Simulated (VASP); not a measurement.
Si3Se2: single point with PBE

The system is Si3Se2.

```
CELL_PARAMETERS angstrom
2.77706 -4.11786 0.00000
2.77706 4.11786 0.00000
0.00000 0.00000 9.63505
ATOMIC_POSITIONS crystal
Si 0.75000 0.75000 0.64792
Si 0.75000 0.75000 0.35208
Si 0.25000 0.25000 0.35208
Si 0.25000 0.25000 0.64792
Si 0.00000 0.50000 0.50000
Si 0.50000 0.00000 0.50000
Se 0.00005 0.50005 0.79944
Se 0.49995 0.99995 0.79944
Se 0.50005 0.00005 0.20056
Se 0.99995 0.49995 0.20056
```

The cell was built from a structure type or drawn by symmetry, and may not be a known phase.

```yaml
Program: VASP 6.6.1
Task: single point
Functional: PBE
Potentials_or_basis: VASP PAW PBE potentials, release 64 (Si, Se)
Cutoff: 500 eV
k_mesh: 3 × 3 × 2
Occupations: gaussian, width 0.2 eV
Spin: no spin polarisation
```

```
Pressure               : 0.1 GPa
Largest force          : 0.048 eV/Å
Band gap on the k mesh : zero (bands 24 and 25 overlap by 1.03 eV)
```

Forces on the atoms (eV/Å):
```
Si   0.000  0.000 -0.009
Si   0.000  0.000  0.009
Si   0.000  0.000  0.009
Si   0.000  0.000 -0.009
Si   0.000  0.000  0.000
Si   0.000  0.000  0.000
Se  -0.003  0.000  0.048
Se   0.003  0.000  0.048
Se  -0.003  0.000 -0.048
Se   0.003  0.000 -0.048
```

Stress tensor (GPa, compression positive):
```
-0.02  0.00  0.00
 0.00  0.04  0.00
 0.00  0.00  0.37
```

Levels at points of the mesh, in eV from the Fermi level:
```
           k point  band 20  band 21  band 22  band 23  band 24  band 25  band 26  band 27  band 28  band 29
(0.00, 0.00, 0.00)    -2.78    -2.54    -2.37    -1.28    -0.31    -0.15    -0.10     1.42     2.52     2.60
(0.00, 0.00, 0.50)    -2.98    -2.79    -2.30    -0.91    -0.63    -0.23     0.25     1.26     2.08     2.57
```

Run time: 87 s on 1 thread of Intel Xeon 8259CL (shared host), peak memory 0.29 GiB.

Caveat: the k points lie up to 0.45 Å⁻¹ apart, too coarse for converged energies and pressures of a metal; this functional lacks dispersion, which binds the layers, so the pressure and a relaxed spacing across them are unreliable.
